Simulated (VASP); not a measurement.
Ta:

```xyz
2
Lattice="2.9004 0.0000 0.0000 -1.4502 2.5118 0.0000 0.0000 0.0000 5.1663" Properties=species:S:1:pos:R:3 pbc="T T T"
Ta    1.4502    0.8373    3.8747
Ta    0.0000    1.6745    1.2916
```

This isn't the form of Ta at room conditions, which is bcc.

Base run:

```yaml
Program: VASP 6.6.1
Functional: BLYP
Potentials_or_basis: VASP PAW PBE potentials, release 64 (Ta_pv)
Cutoff: 500 eV
k_mesh: 13 × 13 × 7
Occupations: fermi-dirac, width 0.1 eV
Spin: no spin polarisation
```

Its results: band gap on the k mesh zero (bands 11 and 12 overlap by 1.72 eV); pressure 6.2 GPa.

Task: The run is repeated on the same cell with these changes: functional from BLYP to PBEsol. What comes out?

Result: Band gap on the k mesh zero (bands 11 and 12 overlap by 1.63 eV); pressure -6.8 GPa.

PBEsol binds more tightly than BLYP, so the same cell stands under less pressure.

Caveats: the PAW data sets were made with another functional, which shifts forces and pressure a little; spin-orbit coupling is left out, which moves the levels of the heavy elements; the cell stands under pressure (at least some runs); the cell stands under tension (at least some runs).
